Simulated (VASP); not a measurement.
Crystal: Ba.

```
Ba
1.0
     4.31161    0.00000    0.00000
    -2.15581    3.73397    0.00000
     0.00000    0.00000    3.91341
Ba
1
Direct
  0.00000 0.00000 0.00000
```

```yaml
Program: VASP 6.6.1
Task: relaxation of cell and atoms
Functional: PBEsol
Dispersion: D3(BJ)
Potentials_or_basis: VASP PAW PBE potentials, release 64 (Ba_sv)
Cutoff: 600 eV
k_mesh: 7 × 7 × 7
Occupations: fermi-dirac, width 0.05 eV
Spin: no spin polarisation
```

At the start: pressure -1.4 GPa; volume 63.00 Å³/atom.

Question: How do energy, volume and symmetry change on relaxing?

Answer: Over 13 steps the energy falls by 65.0 meV/atom and the volume is 51.20 Å³/atom (-18.7 %); space group P6/mmm (No. 191, to 0.05 Å).

The path:
```tsv
step	energy change (eV)	largest force (eV/Å)	pressure (GPa)	volume (Å³)
1	0.0000	0.0000	-1.43	63.00
2	-0.0406	0.0000	-1.01	58.01
3	-0.0634	0.0000	-0.28	52.81
4	-0.0643	0.0000	0.00	51.40
5	-0.0643	0.0000	-0.04	51.64
6	-0.0643	0.0000	-0.10	51.85
7	-0.0649	0.0000	-0.05	51.61
8	-0.0650	0.0000	-0.05	51.56
9	-0.0650	0.0000	-0.05	51.53
10	-0.0650	0.0000	-0.05	51.54
11	-0.0650	0.0000	-0.05	51.38
12	-0.0649	0.0000	0.08	50.89
13	-0.0650	0.0000	0.01	51.20
```

Final structure:
```cif
data_structure
_symmetry_space_group_name_H-M 'P 1'
_symmetry_Int_Tables_number 1
_cell_length_a 3.9918
_cell_length_b 3.9918
_cell_length_c 3.7105
_cell_angle_alpha 90.000
_cell_angle_beta 90.000
_cell_angle_gamma 120.000
_cell_volume 51.20
loop_
_atom_site_label
_atom_site_type_symbol
_atom_site_fract_x
_atom_site_fract_y
_atom_site_fract_z
_atom_site_occupancy
Ba1 Ba 0.00000 0.00000 0.00000 1
```

Caveat: the volume moved by over 15 % at a fixed basis, so the end points are rough; the PAW data sets were made with another functional, which shifts forces and pressure a little; pairwise dispersion overbinds metals, which lowers pressure and volume.
